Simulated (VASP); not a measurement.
# Ti (Fm-3m) in VASP: notebook

Aim: see how the results for Ti move with the level of theory and the settings. Levels: b88 exchange, pbe correlation, B3LYP+D4, LDA. Tasks: single point.

Program: VASP 6.6.1. These are calculated values, not measurements. Logs are shortened: lines on timing, memory, paths and dates and some standing lists are left out, and cuts for length are marked.

### Step 1. The cell of the first run

The structure is cubic, space group Fm-3m (No. 225). The conventional cell has a = 4.060 Å, b = 4.060 Å, c = 4.060 Å, α = 90.00°, β = 90.00°, γ = 90.00°. Within 3.8 Å of Ti (site symmetry m-3m) lie 12 Ti at 2.87 Å.

This isn't the form of Ti at room conditions, which is hcp.

### Step 2. Single point, b88 exchange, pbe correlation

INCAR

```
SYSTEM = Ti
PREC = Accurate ; ENCUT = 500
EDIFF = 1E-6 ; ISMEAR = -1
SIGMA = 0.15 ; LREAL = .False.
LASPH = .True. ; NELM = 120
ALGO = Normal ; ISIF = 2
LWAVE = .False. ; LCHARG = .False.
GGA = LIBXC ; LIBXC1 = GGA_X_B88
LIBXC2 = GGA_C_PBE ; NBANDS = 12
GGA_COMPAT = .False.
```

KPOINTS

```
Automatic mesh
0
Gamma
  11 11 11
  0 0 0
```

POSCAR

```
Ti
1.0
    0.0000000000      2.0300000000      2.0300000000
    2.0300000000      0.0000000000      2.0300000000
    2.0300000000      2.0300000000      0.0000000000
Ti
1
Direct
    0.0000000000      0.0000000000      0.0000000000
```

Potentials or basis: VASP PAW PBE potentials, release 64 (Ti_sv).

Launch:

```sh
cat potpaw_PBE.64/Ti_sv/POTCAR > POTCAR
mpirun -np 1 vasp_std > vasp.out
```

OUTCAR:

```text
SYSTEM = Ti
   PREC = Accurate
   ENCUT = 500
   EDIFF = 1E-6
   ISMEAR = -1
   LREAL = .False.
   LASPH = .True.
   NELM = 120
   ISIF = 2
   GGA = LIBXC

 ion  position               nearest neighbor table
   1  0.000  0.000  0.000-

  LATTYP: Found a face centered cubic cell.
 ALAT       =     4.0600000000

  Lattice vectors:

 A1 = (   0.0000000000,   2.0300000000,   2.0300000000)
 A2 = (   2.0300000000,   0.0000000000,   2.0300000000)
 A3 = (   2.0300000000,   2.0300000000,   0.0000000000)

Analysis of symmetry for initial positions (statically):
=====================================================================
 Subroutine PRICEL returns:
 Original cell was already a primitive cell.

 Routine SETGRP: Setting up the symmetry group for a
 face centered cubic supercell.

 Subroutine GETGRP returns: Found 48 space group operations
 (whereof 48 operations were pure point group operations)
 out of a pool of 48 trial point group operations.

The static configuration has the point symmetry O_h .

Analysis of symmetry for dynamics (positions and initial velocities):
=====================================================================
 Subroutine PRICEL returns:
 Original cell was already a primitive cell.

 Routine SETGRP: Setting up the symmetry group for a
 face centered cubic supercell.

 Subroutine GETGRP returns: Found 48 space group operations
 (whereof 48 operations were pure point group operations)
 out of a pool of 48 trial point group operations.

The dynamic configuration has the point symmetry O_h .

 Subroutine INISYM returns: Found 48 space group operations
 (whereof 48 operations are pure point group operations),
 and found     1 'primitive' translations

----------------------------------------------------------------------------------------

                                     Primitive cell

  volume of cell :      16.7309

  direct lattice vectors                    reciprocal lattice vectors
     0.000000000  2.030000000  2.030000000    -0.246305419  0.246305419  0.246305419
     2.030000000  0.000000000  2.030000000     0.246305419 -0.246305419  0.246305419
     2.030000000  2.030000000  0.000000000     0.246305419  0.246305419 -0.246305419

  length of vectors
     2.870853532  2.870853532  2.870853532     0.426613499  0.426613499  0.426613499

  position of ions in fractional coordinates (direct lattice)
     0.000000000  0.000000000  0.000000000

  ion indices of the primitive-cell ions
   primitive index   ion index
                 1           1
[... 72 lines left out ...]
   EDIFF  = 0.1E-05   stopping-criterion for ELM
   LREAL  =      F    real-space projection
[... 7 lines left out ...]
   TEBEG  =    0.0;   TEEND  =   0.0 temperature during run
   PSTRESS=    0.0 pullay stress
   NELECT =      12.0000    total number of electrons
   NUPDOWN=      -1.0000    fix difference up-down
   EMIN   =  10.00;   EMAX   =-10.00  energy-range for DOS
   EFERMI =   0.00;   METHOD = LEGACY
   ISMEAR =    -1;   SIGMA  =   0.15  broadening in eV -4-tet -1-fermi 0-gaus
   EFERMI_NEDOS =   21; number of points for ismear=-14 and -15
   IALGO  =     38    algorithm
   IMIX   =      4    mixing-type and parameters
     AMIX     =   0.40;   BMIX     =  1.00
     AMIX_MAG =   1.60;   BMIX_MAG =  1.00
  volume/ion in A,a.u.               =      16.73       112.91
  Fermi-wavevector in a.u.,A,eV,Ry     =   1.465421  2.769245 29.217967  2.147460
  Thomas-Fermi vector in A             =   2.581280
   LORBIT       =      0    0 simple, 1 ext, 2 COOP (PROOUT), +10 PAW based schemes
   GGA     = LIBXC    functional components
   LHFCALC =     F    Hartree Fock is set to
   AEXX    =    0.0000 exact exchange contribution
   IVDW    =     0    specifies the selected vdW correction
   LEPSILON=     F    determine dielectric tensor
   LRPA    =     F    only Hartree local field effects (RPA)
 non-spin polarized calculation
  energy-cutoff  :      500.00
  volume of cell :       16.73
 maximum number of plane-waves:       440
 NGX is ok and might be reduce to    24
   NGX = 11   NGY = 11   NGZ = 11

 number of electron      12.0000002 magnetization

 Free energy of the ion-electron system (eV)
  ---------------------------------------------------
  ext. energy  EPLUGINS =         0.00000000
  ---------------------------------------------------
  free energy    TOTEN  =        -7.72459561 eV

  energy without entropy =       -7.60522949  energy(sigma->0) =       -7.66491255

 E-fermi :   8.5941     XC(G=0): -11.6890

 val. band max:        8.5430218146   @ k =   0.1818   0.1818   0.0000
 cond. band min:       8.6112889637   @ k =   0.2727   0.0000   0.0000
 fundamental gap:      0.0682671491
 Fermi energy:         8.5941467890

 k-point     1 :       0.0000    0.0000    0.0000
  band No.  band energies     occupation
      1     -48.0257      2.00000
      2     -23.8632      2.00000
      3     -23.8632      2.00000
      4     -23.8632      2.00000
      5       2.4361      2.00000
      6       9.4856      0.00523
      7       9.4856      0.00523
      8       9.4856      0.00523
      9      11.2018      0.00000
     10      11.2018      0.00000
     11      24.0687      0.00000
     12      28.7363      0.00000
[... 331 lines left out ...]
 k-point    24 :      -0.1818    0.1818    0.0000
  band No.  band energies     occupation
      1     -47.9315      2.00000
      2     -24.2810      2.00000
      3     -24.0347      2.00000
      4     -23.9111      2.00000
      5       4.9701      2.00000
      6       8.3857      1.60103
      7       9.4042      0.00899
      8      10.3992      0.00001
      9      10.4097      0.00001
     10      12.2018      0.00000
     11      22.4245      0.00000
     12      22.9419      0.00000

 [... further k-points ...]

------------------------ aborting loop because EDIFF is reached ----------------------------------------

  FORCE on cell =-STRESS in cart. coord.  units (eV):
  Direction    XX          YY          ZZ          XY          YZ          ZX
  --------------------------------------------------------------------------------------
  -------------------------------------------------------------------------------------
  Total        0.4486151      0.4486151      0.4486151      0.0000000      0.0000000     -0.0000000
  in kB       42.9602035     42.9602035     42.9602035      0.0000000      0.0000000     -0.0000000
  external PRESSURE =      42.9602035 kB  Pullay stress =       0.0000000 kB

 VOLUME and BASIS-vectors are now :
 -----------------------------------------------------------------------------
  energy-cutoff  :      500.00
  volume of cell :       16.73
      direct lattice vectors                 reciprocal lattice vectors
     0.000000000  2.030000000  2.030000000    -0.246305419  0.246305419  0.246305419
     2.030000000  0.000000000  2.030000000     0.246305419 -0.246305419  0.246305419
     2.030000000  2.030000000  0.000000000     0.246305419  0.246305419 -0.246305419

 POSITION                                       TOTAL-FORCE (eV/Angst)
 -----------------------------------------------------------------------------------
      0.00000      0.00000      0.00000         0.000000     -0.000000      0.000000
 -----------------------------------------------------------------------------------
    total drift:                                0.000000      0.000000     -0.000000

  FREE ENERGIE OF THE ION-ELECTRON SYSTEM (eV)
  ---------------------------------------------------
  free  energy   TOTEN  =        -7.7245956091 eV

  energy  without entropy=       -7.6052294876  energy(sigma->0) =       -7.66491255
```

stdout:

```text
POSCAR found type information on POSCAR Ti
 POSCAR found :  1 types and       1 ions
 scaLAPACK will be used
 -----------------------------------------------------------------------------
|                                                                             |
|                                                                             |
|     You enforced a specific xc type in the INCAR file but a different       |
|     I HOPE YOU KNOW WHAT YOU ARE DOING!                                     |
|                                                                             |
 -----------------------------------------------------------------------------

 LDA part: xc-table for (None,None), standard interpolation
 POSCAR, INCAR and KPOINTS ok, starting setup
 FFT: planning ... GRIDC
 FFT: planning ... GRID_SOFT
 FFT: planning ... GRID
 WAVECAR not read
 entering main loop
```

Run time: 5.5 s. Hardware: 1 thread of Intel Xeon 6975P-C (Granite Rapids), shared host; peak memory 0.14 GiB.

What came out:

```
Free energy            : -7.7246 eV
Pressure               : 4.3 GPa
Band gap on the k mesh : zero (bands 6 and 7 overlap by 1.18 eV)
```

Levels at points of the mesh, in eV from the Fermi level:
```tsv
k point	band 3	band 4	band 5	band 6	band 7	band 8	band 9	band 10
(0.00, 0.00, 0.00)	-32.46	-32.46	-6.16	0.89	0.89	0.89	2.61	2.61
```

Caveat: the cell stands under pressure; the PAW data sets were made with another functional, which shifts forces and pressure a little.

### Step 3. Single point, B3LYP+D4

POSCAR is that of step 2.

INCAR.step1

```
PREC = Accurate
ENCUT = 400
EDIFF = 1E-5
ISMEAR = -1
SIGMA = 0.1
LREAL = False
LASPH = True
NELM = 120
ALGO = Normal
ISIF = 2
LWAVE = True
NBANDS = 12
GGA = PE
GGA_COMPAT = False
```

INCAR.step2

```
PREC = Accurate
ENCUT = 400
EDIFF = 1E-6
ISMEAR = -1
SIGMA = 0.1
LREAL = False
LASPH = True
NELM = 120
ALGO = Normal
ISIF = 2
LWAVE = False
LCHARG = True
GGA = B3
LHFCALC = True
AEXX = 0.2
AGGAX = 0.72
AGGAC = 0.81
ALDAC = 0.19
PRECFOCK = Normal
IVDW = 13
LELF = True
LVHAR = True
NBANDS = 12
ISTART = 1
GGA_COMPAT = False
```

KPOINTS

```
regular mesh
0
Gamma
  7 7 7
```

Potentials or basis: VASP PAW PBE potentials, release 64 (Ti_sv).

Launch:

```sh
cat potpaw_PBE.64/Ti_sv/POTCAR > POTCAR
cp INCAR.step1 INCAR
mpirun -np 1 vasp_std > vasp.out
cp INCAR.step2 INCAR
mpirun -np 1 vasp_std > vasp.out
```

Wall time 8 min (1 thread of Intel Xeon 6975P-C (Granite Rapids), shared host); peak memory 0.13 GiB.

It converged, with:

* Free energy: -9.1947 eV
* Pressure: 1.6 GPa
* Band gap on the k mesh: zero (bands 6 and 7 overlap by 2.12 eV)
* Dispersion energy per atom: -0.343 eV

Levels at points of the mesh, in eV from the Fermi level:
| k point | band 4 | band 5 | band 6 | band 7 | band 8 | band 9 |
| --- | --- | --- | --- | --- | --- | --- |
| (0.00, 0.00, 0.00) | -35.34 | -7.27 | 1.56 | 1.56 | 1.56 | 3.65 |

Caveat: the k points lie up to 0.38 Å⁻¹ apart, too coarse for converged energies and pressures of a metal; the PAW data sets were made with another functional, which shifts forces and pressure a little.

### Step 4. Single point, LDA

This run uses another cell than the first one, of 16.00 Å³/atom.

INCAR

```
SYSTEM = Ti
PREC     = Accurate       ! precision mode
ENCUT    = 520            ! plane-wave cutoff, eV
EDIFF    = 1E-7           ! SCF threshold, eV
ISMEAR   = -1             ! smearing method
SIGMA    = 0.05           ! smearing width, eV
LREAL    = .FALSE.        ! projectors in reciprocal space
LASPH    = .TRUE.         ! aspherical terms in the spheres
NELM     = 60             ! most SCF steps
ALGO     = Normal         ! electronic algorithm
ISIF     = 2              ! what is computed and relaxed
LWAVE    = .FALSE.        ! write WAVECAR
LCHARG   = .FALSE.        ! write CHGCAR
NBANDS   = 12             ! bands
```

KPOINTS

```
regular mesh
0
G
  11 11 11
  0 0 0
```

POSCAR

```
Ti
1.0
    0.0000000000      1.9998488383      1.9998488383
    1.9998488383      0.0000000000      1.9998488383
    1.9998488383      1.9998488383      0.0000000000
Ti
1
Direct
    0.0000000000      0.0000000000      0.0000000000
```

Potentials or basis: VASP PAW LDA potentials, release 64 (Ti_sv).

Launch:

```sh
cat potpaw_LDA.64/Ti_sv/POTCAR > POTCAR
mpirun -np 1 vasp_std > vasp.out
```

Run time: 6.9 s. Hardware: 1 thread of Intel Xeon 6975P-C (Granite Rapids), shared host; peak memory 0.13 GiB.

The run converged. Its results:

```yaml
Free_energy: -8.5111 eV
Pressure: -0.2 GPa
Band_gap_on_the_k_mesh: zero (bands 6 and 7 overlap by 1.19 eV)
```

Levels at points of the mesh, in eV from the Fermi level:
| k point | band 4 | band 5 | band 6 | band 7 | band 8 | band 9 |
| --- | --- | --- | --- | --- | --- | --- |
| (0.00, 0.00, 0.00) | -32.00 | -6.20 | 0.90 | 0.90 | 0.90 | 2.70 |

### Step 5. Overview

| level | potentials or basis | cell | k mesh | cutoff (eV) | smearing | grid for exact exchange (PRECFOCK) | share of exact exchange | gap on the mesh (eV) | pressure (GPa) |
| --- | --- | --- | --- | --- | --- | --- | --- | --- | --- |
| b88 exchange, pbe correlation | VASP PAW PBE potentials, release 64 (Ti_sv) | a = 2.871 Å, angles 60.0°, 1 atom | 11 × 11 × 11 | 500 | fermi-dirac 0.15 eV | - | - | none | 4.3 |
| B3LYP+D4 | VASP PAW PBE potentials, release 64 (Ti_sv) | a = 2.871 Å, angles 60.0°, 1 atom | 7 × 7 × 7 | 400 | fermi-dirac 0.1 eV | Normal | 0.2 | none | 1.6 |
| LDA | VASP PAW LDA potentials, release 64 (Ti_sv) | a = 2.828 Å, angles 60.0°, 1 atom | 11 × 11 × 11 | 520 | fermi-dirac 0.05 eV | - | - | none | -0.2 |

Alike in all rows: task single point; no spin polarisation.

Caveats: some runs use coarse meshes; the PAW data sets were made with another functional, which shifts forces and pressure a little (at least some runs); the cell stands under pressure (at least some runs).

Absolute energies hang on the potentials; compare differences alone.
